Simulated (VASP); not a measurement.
# NbSi (Pm-3m) in VASP: a series of runs

NbSi is run at these levels: PBEsol-based screened hybrid with 25 % exact exchange, HF; tasks: relaxation of cell and atoms.

All numbers are computed with VASP 6.6.1; they aren't measurements. Logs are shortened: lines on timing, memory, paths and dates and some standing lists are left out, and cuts for length are marked.

### Step 1. The cell of the first run

It takes space group Pm-3m (No. 221, cubic). Conventional cell: a = 3.156 Å, b = 3.156 Å, c = 3.156 Å, α = 90.00°, β = 90.00°, γ = 90.00°. Nb (site symmetry m-3m) has 8 Si at 2.73 Å and 6 Nb at 3.16 Å within 3.6 Å. Si (site symmetry m-3m) has 8 Nb at 2.73 Å and 6 Si at 3.16 Å within 3.6 Å.

### Step 2. Relaxation of cell and atoms, PBEsol-based screened hybrid with 25 % exact exchange

Input file POSCAR:

```
NbSi
1.0
    3.1564400000      0.0000000000      0.0000000000
    0.0000000000      3.1564400000      0.0000000000
    0.0000000000      0.0000000000      3.1564400000
Nb Si
1 1
Direct
    0.0000000000      0.0000000000      0.0000000000
    0.5000000000      0.5000000000      0.5000000000
```

Input file INCAR.step1:

```
SYSTEM = NbSi
ALGO = Normal ; EDIFF = 1E-5
ENCUT = 600 ; GGA = PE
ISMEAR = -1 ; LASPH = .TRUE.
LCHARG = .FALSE. ; LREAL = .FALSE.
LWAVE = .TRUE. ; NBANDS = 16
NELM = 60 ; PREC = Accurate
SIGMA = 0.05
```

Input file INCAR.step2:

```
SYSTEM = NbSi
AEXX = 0.25 ; ALGO = Normal
EDIFF = 1E-6 ; EDIFFG = -0.01
ENCUT = 600 ; GGA = PS
HFSCREEN = 0.207 ; IBRION = 2
ISIF = 3 ; ISMEAR = -1
ISTART = 1 ; LASPH = .TRUE.
LCHARG = .FALSE. ; LHFCALC = .TRUE.
LREAL = .FALSE. ; LWAVE = .FALSE.
NELM = 60 ; NSW = 60
PREC = Accurate ; PRECFOCK = Normal
SIGMA = 0.05
```

Input file KPOINTS:

```
k-points
0
G
  4 4 4
  0 0 0
```

Potentials or basis: VASP PAW PBE potentials, release 64 (Nb_sv, Si).

Started as:

```
> cat potpaw_PBE.64/Nb_sv/POTCAR potpaw_PBE.64/Si/POTCAR > POTCAR
> cp INCAR.step1 INCAR
> mpirun -np 1 vasp_std > vasp.out
> cp INCAR.step2 INCAR
> mpirun -np 1 vasp_std > vasp.out
```

OUTCAR:

```text
SYSTEM = NbSi
   AEXX = 0.25
   EDIFF = 1E-6
   EDIFFG = -0.01
   ENCUT = 600
   GGA = PS
   HFSCREEN = 0.207
   IBRION = 2
   ISIF = 3
   ISMEAR = -1
   ISTART = 1
   LASPH = .TRUE.
   LHFCALC = .TRUE.
   LREAL = .FALSE.
   NELM = 60
   NSW = 60
   PREC = Accurate
   PRECFOCK = Normal

 ion  position               nearest neighbor table
   1  0.000  0.000  0.000-   2 2.73   2 2.73   2 2.73   2 2.73   2 2.73   2 2.73   2 2.73   2 2.73

   2  0.500  0.500  0.500-   1 2.73   1 2.73   1 2.73   1 2.73   1 2.73   1 2.73   1 2.73   1 2.73

  LATTYP: Found a simple cubic cell.
 ALAT       =     3.1564400000

  Lattice vectors:

 A1 = (   3.1564400000,   0.0000000000,   0.0000000000)
 A2 = (   0.0000000000,   3.1564400000,   0.0000000000)
 A3 = (   0.0000000000,   0.0000000000,   3.1564400000)

Analysis of symmetry for initial positions (statically):
=====================================================================
 Subroutine PRICEL returns:
 Original cell was already a primitive cell.

 Routine SETGRP: Setting up the symmetry group for a
 simple cubic supercell.

 Subroutine GETGRP returns: Found 48 space group operations
 (whereof 48 operations were pure point group operations)
 out of a pool of 48 trial point group operations.

The static configuration has the point symmetry O_h .

Analysis of symmetry for dynamics (positions and initial velocities):
=====================================================================
 Subroutine PRICEL returns:
 Original cell was already a primitive cell.

 Routine SETGRP: Setting up the symmetry group for a
 simple cubic supercell.

 Subroutine GETGRP returns: Found 48 space group operations
 (whereof 48 operations were pure point group operations)
 out of a pool of 48 trial point group operations.

The dynamic configuration has the point symmetry O_h .

 Subroutine INISYM returns: Found 48 space group operations
 (whereof 48 operations are pure point group operations),
 and found     1 'primitive' translations

----------------------------------------------------------------------------------------

                                     Primitive cell

  volume of cell :      31.4480

  direct lattice vectors                    reciprocal lattice vectors
     3.156440000  0.000000000  0.000000000     0.316812612  0.000000000  0.000000000
     0.000000000  3.156440000  0.000000000     0.000000000  0.316812612  0.000000000
     0.000000000  0.000000000  3.156440000     0.000000000  0.000000000  0.316812612

  length of vectors
     3.156440000  3.156440000  3.156440000     0.316812612  0.316812612  0.316812612

  position of ions in fractional coordinates (direct lattice)
     0.000000000  0.000000000  0.000000000
     0.500000000  0.500000000  0.500000000

  ion indices of the primitive-cell ions
   primitive index   ion index
                 1           1
                 2           2

----------------------------------------------------------------------------------------

 KPOINTS: k-points

Automatic generation of k-mesh.
 Grid dimensions read from file:
 generate k-points for:    4    4    4

 Generating k-lattice:

  Cartesian coordinates                     Fractional coordinates (reciprocal lattice)
     0.079203153  0.000000000  0.000000000     0.250000000  0.000000000  0.000000000
     0.000000000  0.079203153  0.000000000     0.000000000  0.250000000  0.000000000
     0.000000000  0.000000000  0.079203153     0.000000000  0.000000000  0.250000000

  Length of vectors
     0.079203153  0.079203153  0.079203153

  Shift w.r.t. Gamma in fractional coordinates (k-lattice)
     0.000000000  0.000000000  0.000000000

 Subroutine IBZKPT returns following result:
 ===========================================

 Found     10 irreducible k-points:

 Following reciprocal coordinates:
            Coordinates               Weight
  0.000000  0.000000  0.000000      1.000000
  0.250000  0.000000  0.000000      6.000000
  0.500000  0.000000  0.000000      3.000000
  0.250000  0.250000  0.000000     12.000000
  0.500000  0.250000  0.000000     12.000000
  0.500000  0.500000  0.000000      3.000000
  0.250000  0.250000  0.250000      8.000000
  0.500000  0.250000  0.250000     12.000000
  0.500000  0.500000  0.250000      6.000000
  0.500000  0.500000  0.500000      1.000000
   k-points           NKPTS =     10   k-points in BZ     NKDIM =     64   number of bands    NBANDS=     12
   number of dos      NEDOS =    301   number of ions     NIONS =      2
   total plane-waves  NPLWV =  21952
   dimension x,y,z NGX =    28 NGY =   28 NGZ =   28
   dimension x,y,z NGXF=    56 NGYF=   56 NGZF=   56
   ions per type =               1   1
   NGX,Y,Z   is equivalent  to a cutoff of  14.75, 14.75, 14.75 a.u.
   NGXF,Y,Z  is equivalent  to a cutoff of  29.49, 29.49, 29.49 a.u.
 SYSTEM =  NbSi
   PREC   = accura    normal or accurate (medium, high low for compatibility)
   ISTART =      1    job   : 0-new  1-cont  2-samecut
   ICHARG =      0    charge: 1-file 2-atom 10-const
   ISPIN  =      1    spin polarized calculation?
   LNONCOLLINEAR =      F non collinear calculations
   LSORBIT =      F    spin-orbit coupling
   LASPH  =      T    aspherical Exc in radial PAW
   ENCUT  =  600.0 eV  44.10 Ry    6.64 a.u.   6.30  6.30  6.30*2*pi/ulx,y,z
   NELM   =     60;   NELMIN=  2; NELMDL=  0     # of ELM steps
   EDIFF  = 0.1E-05   stopping-criterion for ELM
   LREAL  =      F    real-space projection
   EDIFFG = -.1E-01   stopping-criterion for IOM
   NSW    =     60    number of steps for IOM
   IBRION =      2    ionic relax: 0-MD 1-quasi-New 2-CG
   NFREE  =      1    steps in history (QN), initial steepest desc. (CG)
   ISIF   =      3    stress and relaxation
   ISYM   =      3    0-nonsym 1-usesym 2-fastsym
   POTIM  = 0.5000    time-step for ionic-motion
   TEBEG  =    0.0;   TEEND  =   0.0 temperature during run
   PSTRESS=    0.0 pullay stress
   NELECT =      17.0000    total number of electrons
   NUPDOWN=      -1.0000    fix difference up-down
   EMIN   =  10.00;   EMAX   =-10.00  energy-range for DOS
   EFERMI =   0.00;   METHOD = LEGACY
   ISMEAR =    -1;   SIGMA  =   0.05  broadening in eV -4-tet -1-fermi 0-gaus
   EFERMI_NEDOS =   21; number of points for ismear=-14 and -15
   IALGO  =     38    algorithm
   IMIX   =      1    mixing-type and parameters
     AMIX     =   0.40;   BMIX     =  1.00
     AMIX_MAG =   1.60;   BMIX_MAG =  1.00
  volume/ion in A,a.u.               =      15.72       106.11
  Fermi-wavevector in a.u.,A,eV,Ry     =   1.333604  2.520146 24.197961  1.778500
  Thomas-Fermi vector in A             =   2.462450
   LORBIT       =      0    0 simple, 1 ext, 2 COOP (PROOUT), +10 PAW based schemes
   GGA     = PS    functional components
   LHFCALC =     T    Hartree Fock is set to
   PRECFOCK=normal    Normal, Fast or Accurate (Low or Medium for compatibility)
   ENCUT4O =  -1.0   cutoff for four orbital integrals eV
   NKREDX  =     1    reduce k-point grid by
   NKREDY  =     1    reduce k-point grid by
   NKREDZ  =     1    reduce k-point grid by
   AEXX    =    0.2500 exact exchange contribution
   HFSCREEN=    0.2070 screening length (either q_TF or 0.3 A-1)
   HFSCREENC=   0.2070 screening length for correlation (either q_TF or 0.3 A-1)
   ENCUTFOCK=  -1.0 apply spherical cutoff to Coloumb kernel
   IVDW    =     0    specifies the selected vdW correction
   LEPSILON=     F    determine dielectric tensor
   LRPA    =     F    only Hartree local field effects (RPA)
 conjugate gradient relaxation of ions
 non-spin polarized calculation
  energy-cutoff  :      600.00
  volume of cell :       31.45
 maximum number of plane-waves:      1064
 NGX is ok and might be reduce to    28
  NGX = 20; NGY = 20; NGZ = 20

--------------------------------------- Ionic step        1  -------------------------------------------

 number of electron      17.0000000 magnetization

 Free energy of the ion-electron system (eV)
  ---------------------------------------------------
  ext. energy  EPLUGINS =         0.00000000
  ---------------------------------------------------
  free energy    TOTEN  =       -18.98079701 eV

  energy without entropy =      -18.95638347  energy(sigma->0) =      -18.96859024

 E-fermi :  11.0813     XC(G=0):  -9.9414

 val. band max:       10.9299216334   @ k =   0.2500   0.0000   0.0000
 cond. band min:      11.0937303755   @ k =   0.2500   0.2500   0.0000
 fundamental gap:      0.1638087420
 Fermi energy:        11.0813034071

 k-point     1 :       0.0000    0.0000    0.0000
  band No.  band energies     occupation
      1     -47.4351      2.00000
      2     -21.9396      2.00000
      3     -21.9396      2.00000
      4     -21.9396      2.00000
      5      -1.5447      2.00000
      6       7.8574      2.00000
      7       7.8574      2.00000
      8      13.7659      0.00000
      9      13.7659      0.00000
     10      13.8118      0.00000
     11      13.8118      0.00000
     12      13.8118      0.00000
[... 202 lines left out ...]
  energy  without entropy=      -18.9325086277  energy(sigma->0) =      -18.94638075

--------------------------------------- Ionic step        3  -------------------------------------------

 number of electron      17.0000002 magnetization

 Free energy of the ion-electron system (eV)
  ---------------------------------------------------
  ext. energy  EPLUGINS =         0.00000000
  ---------------------------------------------------
  free energy    TOTEN  =       -18.99219968 eV

  energy without entropy =      -18.96698004  energy(sigma->0) =      -18.97958986

 E-fermi :  11.4164     XC(G=0): -10.0309

 val. band max:       11.2652799971   @ k =   0.2500   0.0000   0.0000
 cond. band min:      11.4323232869   @ k =   0.2500   0.2500   0.0000
 fundamental gap:      0.1670432898
 Fermi energy:        11.4163986925

 k-point     1 :       0.0000    0.0000    0.0000
  band No.  band energies     occupation
      1     -47.0385      2.00000
      2     -21.5393      2.00000
      3     -21.5393      2.00000
      4     -21.5393      2.00000
      5      -1.3561      2.00000
      6       8.0775      2.00000
      7       8.0775      2.00000
      8      14.1888      0.00000
      9      14.1888      0.00000
     10      14.2213      0.00000
     11      14.2213      0.00000
     12      14.2213      0.00000
[... 162 lines left out ...]
  FREE ENERGIE OF THE ION-ELECTRON SYSTEM (eV)
  ---------------------------------------------------
  free  energy   TOTEN  =       -18.9921996789 eV

  energy  without entropy=      -18.9669800414  energy(sigma->0) =      -18.97958986

 reached required accuracy - stopping structural energy minimisation
```

It took 20 min on 1 thread of Intel Xeon Platinum 8259CL at 2.50GHz (Skylake/Cascade Lake), shared host; peak memory 0.27 GiB.

Results:

```
Free energy                           : -18.9922 eV
Relaxed volume                        : 15.34 Å³/atom
Relaxed cell                          : a = 3.131 Å, b = 3.131 Å, c = 3.131 Å, α = 90.00°, β = 90.00°, γ = 90.00°
Space group after relaxing (to 0.1 Å) : Pm-3m (No. 221)
Energy gained by relaxing             : 5.7 meV/atom
Ionic steps                           : 3
Pressure after relaxing               : 0.0 GPa
Band gap on the k mesh                : zero (an odd number of electrons rules out a gap without spin polarisation)
```

The path:
```tsv
step	energy change (eV)	largest force (eV/Å)	pressure (GPa)	volume (Å³)
1	0.0000	0.0000	-4.60	31.45
2	0.0205	0.0000	8.54	29.44
3	-0.0114	0.0000	-0.03	30.68
```

Final structure:
```yaml
crystal:
  lattice:
    - [3.13060, 0.00000, 0.00000]
    - [0.00000, 3.13060, 0.00000]
    - [0.00000, 0.00000, 3.13060]
  atoms:
    - { symbol: Nb, position: [0.00000, 0.00000, 0.00000] }
    - { symbol: Si, position: [0.50000, 0.50000, 0.50000] }
```

Levels at points of the mesh, in eV from the Fermi level:
| k point | band 6 | band 7 | band 8 | band 9 | band 10 | band 11 |
| --- | --- | --- | --- | --- | --- | --- |
| (0.00, 0.00, 0.00) | -3.34 | -3.34 | 2.77 | 2.77 | 2.80 | 2.80 |
| (0.50, 0.00, 0.00) | -7.44 | -2.06 | -1.32 | -1.32 | 3.46 | 4.97 |
| (0.50, 0.50, 0.00) | -3.51 | -3.51 | -2.77 | 0.59 | 0.59 | 4.91 |
| (0.50, 0.50, 0.50) | -6.00 | -6.00 | -4.36 | 4.25 | 4.25 | 4.25 |

Caveat: the k points lie up to 0.50 Å⁻¹ apart in the final cell, too coarse for converged energies and pressures of a metal; the PAW data sets were made with another functional, which shifts forces and pressure a little.

### Step 3. Relaxation of cell and atoms, HF

POSCAR is that of step 2.

Input file INCAR.step1:

```
ALGO = Normal
EDIFF = 1E-5
ENCUT = 600
GGA = PE
ISMEAR = -1
LASPH = T
LCHARG = F
LREAL = F
LWAVE = T
NBANDS = 16
NELM = 60
PREC = Accurate
SIGMA = 0.05
```

Input file INCAR.step2:

```
AEXX = 1.0
AGGAC = 0.0
ALDAC = 0.0
ALGO = Normal
EDIFF = 1E-7
EDIFFG = -0.01
ENCUT = 600
GGA = PE
IBRION = 2
ISIF = 3
ISMEAR = -1
ISTART = 1
LASPH = T
LCHARG = F
LHFCALC = T
LREAL = F
LWAVE = F
NELM = 60
NSW = 60
PREC = Accurate
PRECFOCK = Normal
SIGMA = 0.05
```

Input file KPOINTS:

```
k-points
0
Gamma
  4 4 4
```

Potentials or basis: VASP PAW PBE potentials, release 64 (Nb_sv, Si).

Started as:

```
> cat potpaw_PBE.64/Nb_sv/POTCAR potpaw_PBE.64/Si/POTCAR > POTCAR
> cp INCAR.step1 INCAR
> mpirun -np 1 vasp_std > vasp.out
> cp INCAR.step2 INCAR
> mpirun -np 1 vasp_std > vasp.out
```

Run time: 30 min. Hardware: 1 thread of Intel Xeon Platinum 8259CL at 2.50GHz (Skylake/Cascade Lake), shared host; peak memory 0.17 GiB.

Results (log left out):

| Property | Result |
| --- | --- |
| Free energy | -27.8319 eV |
| Relaxed volume | 16.22 Å³/atom |
| Relaxed cell | a = 3.190 Å, b = 3.190 Å, c = 3.190 Å, α = 90.00°, β = 90.00°, γ = 90.00° |
| Space group after relaxing (to 0.1 Å) | Pm-3m (No. 221) |
| Energy gained by relaxing | 9.0 meV/atom |
| Ionic steps | 3 |
| Pressure after relaxing | -0.1 GPa |
| Band gap on the k mesh | zero (an odd number of electrons rules out a gap without spin polarisation) |

Step by step:
| step | energy change (eV) | largest force (eV/Å) | pressure (GPa) | volume (Å³) |
| --- | --- | --- | --- | --- |
| 1 | 0.0000 | 0.0000 | 6.00 | 31.45 |
| 2 | 0.0325 | 0.0000 | -8.73 | 34.20 |
| 3 | -0.0179 | 0.0000 | -0.10 | 32.45 |

Final structure:
```cif
data_structure
_symmetry_space_group_name_H-M 'P 1'
_symmetry_Int_Tables_number 1
_cell_length_a 3.1895
_cell_length_b 3.1895
_cell_length_c 3.1895
_cell_angle_alpha 90.000
_cell_angle_beta 90.000
_cell_angle_gamma 90.000
_cell_volume 32.45
loop_
_atom_site_label
_atom_site_type_symbol
_atom_site_fract_x
_atom_site_fract_y
_atom_site_fract_z
_atom_site_occupancy
Nb1 Nb 0.00000 0.00000 0.00000 1
Si1 Si 0.50000 0.50000 0.50000 1
```

Levels at points of the mesh, in eV from the Fermi level:
| k point | band 4 | band 5 | band 6 | band 7 | band 8 | band 9 | band 10 | band 11 | band 12 |
| --- | --- | --- | --- | --- | --- | --- | --- | --- | --- |
| (0.00, 0.00, 0.00) | -42.50 | -18.88 | -6.37 | -6.37 | 4.27 | 4.27 | 5.74 | 5.74 | 5.74 |
| (0.50, 0.00, 0.00) | -42.41 | -14.45 | -11.98 | -5.00 | -3.37 | -3.37 | 6.98 | 7.88 | 8.74 |
| (0.50, 0.50, 0.00) | -42.37 | -14.19 | -6.97 | -6.97 | -5.80 | 3.16 | 3.16 | 7.73 | 8.71 |
| (0.50, 0.50, 0.50) | -42.95 | -9.43 | -9.43 | -9.43 | -7.99 | 6.27 | 6.27 | 6.27 | 7.59 |

Caveat: the k points lie up to 0.49 Å⁻¹ apart in the final cell, too coarse for converged energies and pressures of a metal; the PAW data sets were made with another functional, which shifts forces and pressure a little.
